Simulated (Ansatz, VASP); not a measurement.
# TiS2 in VASP and in Ansatz

File INCAR:

```
ALGO     = Normal         # electronic algorithm
EDIFF    = 1E-8           # SCF threshold, eV
ENCUT    = 400            # plane-wave cutoff, eV
GGA      = PS             # functional
GGA_COMPAT= F            
ISIF     = 2              # what is computed and relaxed
ISMEAR   = -1             # smearing method
LASPH    = T              # aspherical terms in the spheres
LCHARG   = F              # write CHGCAR
LEFG     = T            
LREAL    = F              # projectors in reciprocal space
LWAVE    = F              # write WAVECAR
NBANDS   = 19             # bands
NELM     = 120            # most SCF steps
PREC     = Accurate       # precision mode
SIGMA    = 0.05           # smearing width, eV
```

The input KPOINTS:

```
k-points
0
Gamma
  14 14 7
```

POSCAR

```
TiS2
1.0
    3.4120005726      0.0000000000      0.0000000000
   -1.7060002863      2.9548791736      0.0000000000
    0.0000000000      0.0000000000      5.7519500000
Ti S
1 2
Direct
    0.0000000000      0.0000000000      0.0000000000
    0.3333333333      0.6666666667      0.2500000000
    0.6666666667      0.3333333333      0.7500000000
```

Input for Ansatz:

```yaml
crystal:
  lattice:
    - [3.4120005726, 0.0, 0.0]
    - [-1.7060002863, 2.9548791736, 0.0]
    - [0.0, 0.0, 5.75195]
  atoms:
    - { symbol: Ti, position: [0.0, 0.0, 0.0] }
    - { symbol: S, position: [0.3333333333, 0.6666666667, 0.25] }
    - { symbol: S, position: [0.6666666667, 0.3333333333, 0.75] }
kpoints:
  mp_grid: { grid: [14, 14, 7] }
scf:
  occupations: { method: fermi_dirac, width: 0.05 }
hamiltonian:
  xc: pbesol
  pseudopotentials: { kind: all_electron, datasets: crystal }
output:
  forces: true
  stress: true
  eigenvalues: true
  efg: { contact_densities: true }
```

Change from the starting cell: zz strain of +1 %, crystal datasets.

Alike in both runs: task electric field gradients; functional PBEsol; k mesh 14 × 14 × 7; occupations fermi-dirac, width 0.05 eV; no spin polarisation.

```csv
,VASP,Ansatz
version,VASP 6.6.1,Ansatz 0.2.0
potentials or method,"VASP PAW PBE potentials, release 64 (Ti_sv, S), cutoff 400 eV","all-electron PAW with datasets made for the crystal, scalar-relativistic"
```

|  | VASP | Ansatz | Ansatz less VASP |
| --- | --- | --- | --- |
| pressure (GPa) | -4.5 | -4.4 | +0.09 |
| traceless stress, the component that is largest in VASP (GPa) | 0.49 | 0.44 | -0.044 |
| rms of the force components (eV/Å) | 0.199 | 0.209 | +0.0096 |
| size of Vzz on the site where it differs most (V/Å²) | 20.5 | 21.0 | +0.53 |

VASP's potentials were made for PBE, not for PBEsol. Atom by atom the forces differ by 0.010 eV/Å (rms over components). Ansatz ran all-electron here, and VASP with PAW potentials.
